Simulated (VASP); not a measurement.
# ZrS2 (P-3m1) in VASP: single point with HSE06

Aim: the single point of ZrS2 with HSE06.

Program: VASP 6.6.1. These are calculated values, not measurements. Logs are shortened: lines on timing, memory, paths and dates and some standing lists are left out, and cuts for length are marked.

### 1 The cell of the first run

It takes space group P-3m1 (No. 164, trigonal). Conventional cell: a = 3.491 Å, b = 3.491 Å, c = 5.982 Å, α = 90.00°, β = 90.00°, γ = 120.00°. Within 3.3 Å of Zr (site symmetry -3m) lie 6 S at 2.53 Å. S (site symmetry 3m) has 3 Zr at 2.53 Å within 3.3 Å.

### 2 Single point, HSE06 (epitaxial xy strain -5.0%)

The input, POSCAR:

```
ZrS2
1.0
    3.4906791309      0.0000000000      0.0000000000
   -1.7453395654      3.0230168038      0.0000000000
    0.0000000000      0.0000000000      5.9818270936
Zr S
1 2
Direct
    0.0000000000      0.0000000000      0.0000000000
    0.3333333333      0.6666666667      0.2549955319
    0.6666666667      0.3333333333      0.7450044681
```

The input, INCAR.step1:

```
ALGO = Normal
EDIFF = 1E-5
ENCUT = 400
GGA = PE
GGA_COMPAT = False
ISIF = 2
ISMEAR = 0
LASPH = True
LCHARG = False
LREAL = False
LWAVE = True
NBANDS = 19
NELM = 120
PREC = Accurate
SIGMA = 0.01
```

The input, INCAR.step2:

```
ALGO = Normal
EDIFF = 1E-6
ENCUT = 400
GGA = PE
GGA_COMPAT = False
HFSCREEN = 0.2079
ISIF = 2
ISMEAR = 0
ISTART = 1
LASPH = True
LCHARG = False
LHFCALC = True
LREAL = False
LWAVE = False
NBANDS = 19
NELM = 120
PREC = Accurate
PRECFOCK = Normal
SIGMA = 0.01
```

The input, KPOINTS:

```
k-points
0
Gamma
  6 6 4
```

Potentials or basis: VASP PAW PBE potentials, release 64 (Zr_sv, S).

On the command line:

```console
$ cat potpaw_PBE.64/Zr_sv/POTCAR potpaw_PBE.64/S/POTCAR > POTCAR
$ cp INCAR.step1 INCAR
$ mpirun -np 1 vasp_std > vasp.out
$ cp INCAR.step2 INCAR
$ mpirun -np 1 vasp_std > vasp.out
```

OUTCAR:

```text
EDIFF = 1E-6
   ENCUT = 400
   GGA = PE
   HFSCREEN = 0.2079
   ISIF = 2
   ISMEAR = 0
   ISTART = 1
   LASPH = True
   LHFCALC = True
   LREAL = False
   NELM = 120
   PREC = Accurate
   PRECFOCK = Normal

 ion  position               nearest neighbor table
   1  0.000  0.000  0.000-   2 2.53   3 2.53   2 2.53   3 2.53   3 2.53   2 2.53
   2  0.333  0.667  0.255-   1 2.53   1 2.53   1 2.53
   3  0.667  0.333  0.745-   1 2.53   1 2.53   1 2.53

  LATTYP: Found a hexagonal cell.
 ALAT       =     3.4906791309
 C/A-ratio  =     1.7136571049

  Lattice vectors:

 A1 = (   3.4906791309,   0.0000000000,   0.0000000000)
 A2 = (  -1.7453395654,   3.0230168038,   0.0000000000)
 A3 = (   0.0000000000,   0.0000000000,   5.9818270936)

Analysis of symmetry for initial positions (statically):
=====================================================================
 Subroutine PRICEL returns:
 Original cell was already a primitive cell.

 Routine SETGRP: Setting up the symmetry group for a
 hexagonal supercell.

 Subroutine GETGRP returns: Found 12 space group operations
 (whereof 12 operations were pure point group operations)
 out of a pool of 24 trial point group operations.

The static configuration has the point symmetry D_3d.

Analysis of symmetry for dynamics (positions and initial velocities):
=====================================================================
 Subroutine PRICEL returns:
 Original cell was already a primitive cell.

 Routine SETGRP: Setting up the symmetry group for a
 hexagonal supercell.

 Subroutine GETGRP returns: Found 12 space group operations
 (whereof 12 operations were pure point group operations)
 out of a pool of 24 trial point group operations.

The dynamic configuration has the point symmetry D_3d.

 Subroutine INISYM returns: Found 12 space group operations
 (whereof 12 operations are pure point group operations),
 and found     1 'primitive' translations

----------------------------------------------------------------------------------------

                                     Primitive cell

  volume of cell :      63.1225

  direct lattice vectors                    reciprocal lattice vectors
     3.490679131  0.000000000  0.000000000     0.286477205  0.165397691  0.000000000
    -1.745339565  3.023016804  0.000000000     0.000000000  0.330795383  0.000000000
     0.000000000  0.000000000  5.981827094     0.000000000  0.000000000  0.167173003

  length of vectors
     3.490679131  3.490679131  5.981827094     0.330795383  0.330795383  0.167173003

  position of ions in fractional coordinates (direct lattice)
     0.000000000  0.000000000  0.000000000
     0.333333333  0.666666667  0.254995532
     0.666666667  0.333333333  0.745004468

  ion indices of the primitive-cell ions
   primitive index   ion index
                 1           1
                 2           2
                 3           3

----------------------------------------------------------------------------------------

 KPOINTS: k-points

Automatic generation of k-mesh.
 Grid dimensions read from file:
 generate k-points for:    6    6    4

 Generating k-lattice:

  Cartesian coordinates                     Fractional coordinates (reciprocal lattice)
     0.047746201  0.027566282  0.000000000     0.166666667  0.000000000  0.000000000
     0.000000000  0.055132564  0.000000000     0.000000000  0.166666667  0.000000000
     0.000000000  0.000000000  0.041793251     0.000000000  0.000000000  0.250000000

  Length of vectors
     0.055132564  0.055132564  0.041793251

  Shift w.r.t. Gamma in fractional coordinates (k-lattice)
     0.000000000  0.000000000  0.000000000

 Subroutine IBZKPT returns following result:
 ===========================================

 Found     24 irreducible k-points:

 Following reciprocal coordinates:
            Coordinates               Weight
  0.000000  0.000000  0.000000      1.000000
  0.166667  0.000000  0.000000      6.000000
  0.333333  0.000000  0.000000      6.000000
  0.500000  0.000000  0.000000      3.000000
  0.166667  0.166667  0.000000      6.000000
  0.333333  0.166667  0.000000     12.000000
[... 16 lines left out ...]
  0.333333  0.166667  0.500000     12.000000
  0.333333  0.333333  0.500000      2.000000
   k-points           NKPTS =     24   k-points in BZ     NKDIM =    144   number of bands    NBANDS=     19
   number of dos      NEDOS =    301   number of ions     NIONS =      3
   total plane-waves  NPLWV =  23040
   dimension x,y,z NGX =    24 NGY =   24 NGZ =   40
   dimension x,y,z NGXF=    48 NGYF=   48 NGZF=   80
   ions per type =               1   2
   NGX,Y,Z   is equivalent  to a cutoff of  11.43, 11.43, 11.12 a.u.
   NGXF,Y,Z  is equivalent  to a cutoff of  22.86, 22.86, 22.23 a.u.
 SYSTEM =  unknown system
   PREC   = accura    normal or accurate (medium, high low for compatibility)
   ISTART =      1    job   : 0-new  1-cont  2-samecut
   ICHARG =      0    charge: 1-file 2-atom 10-const
   ISPIN  =      1    spin polarized calculation?
   LNONCOLLINEAR =      F non collinear calculations
   LSORBIT =      F    spin-orbit coupling
   LASPH  =      T    aspherical Exc in radial PAW
   ENCUT  =  400.0 eV  29.40 Ry    5.42 a.u.   5.69  5.69  9.75*2*pi/ulx,y,z
   NELM   =    120;   NELMIN=  2; NELMDL=  0     # of ELM steps
   EDIFF  = 0.1E-05   stopping-criterion for ELM
   LREAL  =      F    real-space projection
   EDIFFG = 0.1E-04   stopping-criterion for IOM
   NSW    =      0    number of steps for IOM
   IBRION =     -1    ionic relax: 0-MD 1-quasi-New 2-CG
   NFREE  =      0    steps in history (QN), initial steepest desc. (CG)
   ISIF   =      2    stress and relaxation
   ISYM   =      3    0-nonsym 1-usesym 2-fastsym
   POTIM  = 0.5000    time-step for ionic-motion
   TEBEG  =    0.0;   TEEND  =   0.0 temperature during run
   PSTRESS=    0.0 pullay stress
   NELECT =      24.0000    total number of electrons
   NUPDOWN=      -1.0000    fix difference up-down
   EMIN   =  10.00;   EMAX   =-10.00  energy-range for DOS
   EFERMI =   0.00;   METHOD = LEGACY
   ISMEAR =     0;   SIGMA  =   0.01  broadening in eV -4-tet -1-fermi 0-gaus
   EFERMI_NEDOS =   21; number of points for ismear=-14 and -15
   IALGO  =     38    algorithm
   IMIX   =      1    mixing-type and parameters
     AMIX     =   0.40;   BMIX     =  1.00
     AMIX_MAG =   1.60;   BMIX_MAG =  1.00
  volume/ion in A,a.u.               =      21.04       141.99
  Fermi-wavevector in a.u.,A,eV,Ry     =   1.185998  2.241210 19.137822  1.406590
  Thomas-Fermi vector in A             =   2.322180
   LORBIT       =      0    0 simple, 1 ext, 2 COOP (PROOUT), +10 PAW based schemes
   GGA     = PE    functional components
   LHFCALC =     T    Hartree Fock is set to
   PRECFOCK=normal    Normal, Fast or Accurate (Low or Medium for compatibility)
   ENCUT4O =  -1.0   cutoff for four orbital integrals eV
   NKREDX  =     1    reduce k-point grid by
   NKREDY  =     1    reduce k-point grid by
   NKREDZ  =     1    reduce k-point grid by
   AEXX    =    0.2500 exact exchange contribution
   HFSCREEN=    0.2079 screening length (either q_TF or 0.3 A-1)
   HFSCREENC=   0.2079 screening length for correlation (either q_TF or 0.3 A-1)
   ENCUTFOCK=  -1.0 apply spherical cutoff to Coloumb kernel
   IVDW    =     0    specifies the selected vdW correction
   LEPSILON=     F    determine dielectric tensor
   LRPA    =     F    only Hartree local field effects (RPA)
 non-spin polarized calculation
 Gauss-broadening in eV      SIGMA  =   0.01
  energy-cutoff  :      400.00
  volume of cell :       63.12
 maximum number of plane-waves:      1184
 NGX is ok and might be reduce to    24
  NGX = 18; NGY = 18; NGZ = 30

 number of electron      23.9999998 magnetization

 Free energy of the ion-electron system (eV)
  ---------------------------------------------------
  ext. energy  EPLUGINS =         0.00000000
  ---------------------------------------------------
  free energy    TOTEN  =       -25.21083093 eV

  energy without entropy =      -25.21083093  energy(sigma->0) =      -25.21083093

 E-fermi :   5.2071     XC(G=0):  -8.2607

 val. band max:        5.1050693524   @ k =   0.0000   0.0000   0.0000
 cond. band min:       6.1293446399   @ k =   0.5000   0.0000   0.5000
 fundamental gap:      1.0242752875
 Fermi energy:         5.2070746600

 k-point     1 :       0.0000    0.0000    0.0000
  band No.  band energies     occupation
      1     -47.1931      2.00000
      2     -23.9396      2.00000
      3     -23.6740      2.00000
      4     -23.6740      2.00000
      5      -9.4842      2.00000
      6      -7.7537      2.00000
[... 11 lines left out ...]
     18      11.9496      0.00000
     19      12.3839      0.00000

 k-point     2 :       0.1667    0.0000    0.0000
  band No.  band energies     occupation
      1     -47.1829      2.00000
      2     -23.9113      2.00000
      3     -23.7986      2.00000
      4     -23.7004      2.00000
      5      -9.1189      2.00000
      6      -7.8017      2.00000
[... 11 lines left out ...]
     18      13.5332      0.00000
     19      13.9276      0.00000

 k-point     3 :       0.3333    0.0000    0.0000
  band No.  band energies     occupation
      1     -47.1624      2.00000
      2     -24.0401      2.00000
      3     -23.8526      2.00000
      4     -23.7525      2.00000
      5      -8.3709      2.00000
      6      -7.8209      2.00000
[... 11 lines left out ...]
     18      13.8360      0.00000
     19      14.2333      0.00000

 k-point     4 :       0.5000    0.0000    0.0000
  band No.  band energies     occupation
      1     -47.1521      2.00000
      2     -24.1561      2.00000
      3     -23.8236      2.00000
      4     -23.7782      2.00000
      5      -8.1847      2.00000
      6      -7.5582      2.00000
[... 407 lines left out ...]
     18      14.5331      0.00000
     19      15.0033      0.00000

 k-point    23 :       0.3333    0.1667    0.5000
  band No.  band energies     occupation
      1     -47.1521      2.00000
      2     -24.0935      2.00000
      3     -23.8458      2.00000
      4     -23.8229      2.00000
      5      -8.1300      2.00000
      6      -7.6084      2.00000
[... 11 lines left out ...]
     18      13.3459      0.00000
     19      14.4492      0.00000

 k-point    24 :       0.3333    0.3333    0.5000
  band No.  band energies     occupation
      1     -47.1470      2.00000
      2     -24.0059      2.00000
      3     -24.0059      2.00000
      4     -23.8108      2.00000
      5      -7.7653      2.00000
      6      -7.7653      2.00000
[... 11 lines left out ...]
     18      14.4458      0.00000
     19      15.2338      0.00000

------------------------ aborting loop because EDIFF is reached ----------------------------------------

  FORCE on cell =-STRESS in cart. coord.  units (eV):
  Direction    XX          YY          ZZ          XY          YZ          ZX
  --------------------------------------------------------------------------------------
  -------------------------------------------------------------------------------------
  Total        3.8512464      3.8512464      0.0758479      0.0000000      0.0000000     -0.0000000
  in kB       97.7524264     97.7524264      1.9251721      0.0000000      0.0000000     -0.0000000
  external PRESSURE =      65.8100083 kB  Pullay stress =       0.0000000 kB

 VOLUME and BASIS-vectors are now :
 -----------------------------------------------------------------------------
  energy-cutoff  :      400.00
  volume of cell :       63.12
      direct lattice vectors                 reciprocal lattice vectors
     3.490679131  0.000000000  0.000000000     0.286477205  0.165397691  0.000000000
    -1.745339565  3.023016804  0.000000000     0.000000000  0.330795383  0.000000000
     0.000000000  0.000000000  5.981827094     0.000000000  0.000000000  0.167173003

 POSITION                                       TOTAL-FORCE (eV/Angst)
 -----------------------------------------------------------------------------------
      0.00000      0.00000      0.00000        -0.000000      0.000000      0.000000
     -0.00000      2.01534      1.52534         0.000000      0.000000     -0.213892
      1.74534      1.00767      4.45649        -0.000000      0.000000      0.213892
 -----------------------------------------------------------------------------------
    total drift:                               -0.000000     -0.000000      0.000006

  FREE ENERGIE OF THE ION-ELECTRON SYSTEM (eV)
  ---------------------------------------------------
  free  energy   TOTEN  =       -25.2108309291 eV

  energy  without entropy=      -25.2108309291  energy(sigma->0) =      -25.21083093
```

Wall time 30 min (1 thread of Intel Xeon Platinum 8488C (Sapphire Rapids), shared host); peak memory 0.28 GiB.

What came out:

```yaml
Free_energy: -25.2108 eV
Pressure: 6.6 GPa
Largest_force: 0.214 eV/Å
Band_gap_on_the_k_mesh: 1.02 eV (least direct gap 2.03 eV)
```

Forces on the atoms (eV/Å):
```
Zr   0.000  0.000  0.000
S    0.000  0.000 -0.214
S    0.000  0.000  0.214
```

Stress tensor (GPa, compression positive):
```
9.78 0.00 0.00
0.00 9.78 0.00
0.00 0.00 0.19
```

Caveat: the cell differs from its parent crystal (epitaxial xy strain -5.0%); the stress differs along the axes, from 0 to 10 GPa; the PAW data sets were made with another functional, which shifts forces and pressure a little; this functional lacks dispersion, which binds layers or chains, so the pressure and a relaxed spacing across them are unreliable. A k mesh can miss the band edges.
